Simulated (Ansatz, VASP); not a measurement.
Two plane-wave programs on CuGe2F4

```
CELL_PARAMETERS angstrom
3.72879 0.00000 0.00000
0.00000 3.72879 0.00000
0.00000 0.00000 6.83709
ATOMIC_POSITIONS crystal
Cu 0.50000 0.50000 0.00000
Ge 0.50000 0.00000 0.70603
Ge 0.00000 0.50000 0.29397
F 0.50000 0.00000 0.16595
F 0.00000 0.50000 0.83405
F 0.50000 0.50000 0.50000
F 0.00000 0.00000 0.50000
```

Change from the starting cell: species swapped into the La2MnSb4 type (P-4m2, No. 115).

Alike in both runs: functional PBE; k mesh 6 × 6 × 4; occupations gaussian, width 0.1 eV; no spin polarisation.

Ansatz relaxed the structure, and its values are those at the end. VASP's run is a single point on that final structure, the one shown.

```csv
,VASP,Ansatz
version,VASP 6.6.1,Ansatz 0.2.0
potentials or method,"VASP PAW PBE potentials, release 64 (Cu, Ge_d, F), cutoff 520 eV","scalar-relativistic, plane waves, PAW"
valence electrons in the cell,67,75
```

```csv
,VASP,Ansatz,Ansatz less VASP
gap on the k mesh at the Fermi level (eV),none,none,-
pressure (GPa),0.0,0.1,+0.09
rms of the force components (eV/Å),0.007,0.010,+0.0024
```

A gap of «none» marks a metal or a gap that the smearing closes. The functional is the same, so the differences come from potentials, cutoffs and numerics. VASP's potentials hold 67 valence electrons a cell and Ansatz's 75, so a difference there can come from the potentials and not from the codes.
